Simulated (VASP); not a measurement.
Hf: single point with PBEsol

Crystal: Hf.

```
Hf
1.0
     2.61530    0.00000    0.00000
     0.00000    2.61530    0.00000
     0.00000    0.00000    2.61530
Hf
1
Direct
  0.00000 0.00000 0.00000
```

```yaml
Program: VASP 6.6.1
Task: single point
Functional: PBEsol
Potentials_or_basis: VASP PAW PBE potentials, release 64 (Hf_pv)
Cutoff: 520 eV
k_mesh: 13 × 13 × 13
Occupations: fermi-dirac, width 0.08 eV
Spin: collinear spin, ferromagnetic start
Starting_moments: "[-0.5] μB"
```

The pressure is 36.0 GPa. The band gap on the k mesh is zero (filled and empty bands overlap) and the net moment is 0.00 μB per cell. The valence electrons inside the program's atomic spheres are Hf 9.02.

Levels at points of the mesh, in eV from the Fermi level:
Spin up:
| k point | band 3 | band 4 | band 5 | band 6 | band 7 | band 8 |
| --- | --- | --- | --- | --- | --- | --- |
| (0.00, 0.00, 0.00) | -28.90 | -7.38 | -2.41 | -2.41 | 9.04 | 9.04 |
Spin down:
| k point | band 1 | band 2 | band 3 | band 4 | band 5 | band 6 | band 7 | band 8 | band 9 | band 10 |
| --- | --- | --- | --- | --- | --- | --- | --- | --- | --- | --- |
| (0.00, 0.00, 0.00) | -28.90 | -28.90 | -28.90 | -7.38 | -2.41 | -2.41 | 9.04 | 9.04 | 9.04 | 13.94 |

Run time: 49 s on 1 thread of AMD EPYC 7R13 Processor (Zen 3) (shared host), peak memory 0.12 GiB.

Caveat: the PAW data sets were made with another functional, which shifts forces and pressure a little; spin-orbit coupling is left out, which moves the levels of the heavy elements.
